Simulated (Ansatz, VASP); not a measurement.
**BN in VASP and in Ansatz**

File POSCAR:

```
BN
1.0
    0.0000000000      3.4953158300      2.1660912400
    1.2516321000      0.0000000000      2.1660912400
    1.2516321000      3.4953158300      0.0000000000
B N
1 1
Direct
    0.0000486500      0.0000486500      0.9999513500
    0.7754452985      0.5578573815      0.1031739481
```

INCAR.step1

```
  ALGO = Normal
  EDIFF = 1E-4
  ENCUT = 520
  GGA = PE
  ISMEAR = 0
  LASPH = T
  LCHARG = F
  LREAL = F
  LWAVE = T
  NBANDS = 11
  NELM = 80
  PREC = Accurate
  SIGMA = 0.05
```

Contents of INCAR.step2:

```
  ALGO = Normal
  EDIFF = 1E-6
  ENCUT = 520
  ISIF = 2
  ISMEAR = 0
  ISTART = 1
  LASPH = T
  LCHARG = F
  LMIXTAU = T
  LREAL = F
  LWAVE = F
  METAGGA = R2SCAN
  NBANDS = 11
  NELM = 80
  PREC = Accurate
  SIGMA = 0.05
```

KPOINTS

```
k-points
0
Gamma
  12 12 12
```

Input for Ansatz:

```yaml
crystal:
  lattice:
    - [0.0, 3.49531583, 2.16609124]
    - [1.2516321, 0.0, 2.16609124]
    - [1.2516321, 3.49531583, 0.0]
  atoms:
    - { symbol: B, position: [4.865e-05, 4.865e-05, 0.99995135] }
    - { symbol: "N", position: [0.7754452985, 0.5578573815, 0.1031739481] }
basis:
  ecutwfc: 500
kpoints:
  mp_grid: { grid: [12, 12, 12] }
hamiltonian:
  xc: r2scan
scf:
  occupations: { method: gaussian, width: 0.05 }
output:
  forces: true
  stress: true
  eigenvalues: true
```

Alike in both runs: task single point; functional r2SCAN; k mesh 12 × 12 × 12; occupations gaussian, width 0.05 eV; no spin polarisation.

|  | VASP | Ansatz |
| --- | --- | --- |
| version | VASP 6.6.1 | Ansatz 0.2.0 |
| potentials or method | VASP PAW PBE potentials, release 64 (B, N), cutoff 520 eV | scalar-relativistic, plane waves, PAW |
| valence electrons in the cell | 8 | 8 |

```tsv
	VASP	Ansatz	Ansatz less VASP
gap on the k mesh at the Fermi level (eV)	0.68	0.67	-0.009
least direct gap on the mesh (eV)	0.85	0.86	+0.006
rms of the force components (eV/Å)	9.573	9.536	-0.0371
```

VASP's potentials were made for PBE, not for r2SCAN. Atom by atom the forces differ by 0.042 eV/Å (rms over components).
